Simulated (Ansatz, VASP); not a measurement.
# GaN in VASP and in Ansatz

The input INCAR:

```
SYSTEM = GaN
  ALGO = Normal
  EDIFF = 1E-7
  ENCUT = 520
  GGA = PE
  ISIF = 2
  ISMEAR = 0
  LASPH = .TRUE.
  LCHARG = .FALSE.
  LREAL = .FALSE.
  LWAVE = .FALSE.
  NBANDS = 26
  NELM = 100
  PREC = Accurate
  SIGMA = 0.05
```

File KPOINTS:

```
k-points
0
G
  12 12 6
  0 0 0
```

The input POSCAR:

```
GaN
1.0
    3.2184289119      0.0000000000      0.0000000000
   -1.6092144560      2.7872411979      0.0000000000
    0.0000000000      0.0000000000      5.4003213440
Ga N
2 2
Direct
    0.3333333333      0.6666666667      0.9991316867
    0.6666666667      0.3333333333      0.4991316867
    0.3333333333      0.6666666667      0.3758683133
    0.6666666667      0.3333333333      0.8758683133
```

Input for Ansatz:

```yaml
crystal:
  lattice:
    - [3.2184289119, 0.0, 0.0]
    - [-1.609214456, 2.7872411979, 0.0]
    - [0.0, 0.0, 5.400321344]
  atoms:
    - { symbol: Ga, position: [0.3333333333, 0.6666666667, 0.9991316867] }
    - { symbol: Ga, position: [0.6666666667, 0.3333333333, 0.4991316867] }
    - { symbol: "N", position: [0.3333333333, 0.6666666667, 0.3758683133] }
    - { symbol: "N", position: [0.6666666667, 0.3333333333, 0.8758683133] }
basis:
  ecutwfc: 420
kpoints:
  mp_grid: { grid: [12, 12, 6] }
hamiltonian:
  xc: pbe
scf:
  occupations: { method: gaussian, width: 0.05 }
output:
  forces: true
  stress: true
  eigenvalues: true
```

Change from the starting cell: strain +0.000 along x and y, +0.030 along z, atoms carried along.

Alike in both runs: task single point; functional PBE; k mesh 12 × 12 × 6; occupations gaussian, width 0.05 eV; no spin polarisation.

|  | VASP | Ansatz |
| --- | --- | --- |
| version | VASP 6.6.1 | Ansatz 0.2.0 |
| potentials or method | VASP PAW PBE potentials, release 64 (Ga_d, N), cutoff 520 eV | scalar-relativistic, plane waves, PAW |
| valence electrons in the cell | 36 | 36 |

|  | VASP | Ansatz | Ansatz less VASP |
| --- | --- | --- | --- |
| gap on the k mesh at the Fermi level (eV) | 1.43 | 1.43 | -0.003 |
| least direct gap on the mesh (eV) | 1.43 | 1.43 | -0.003 |
| pressure (GPa) | -4.4 | -4.5 | -0.13 |
| traceless stress, the component that is largest in VASP (GPa) | -6.01 | -6.02 | -0.016 |
| rms of the force components (eV/Å) | 0.095 | 0.097 | +0.0016 |

Atom by atom the forces differ by 0.002 eV/Å (rms over components). With one functional, cell and mesh, what is left measures potentials, basis and numerics.
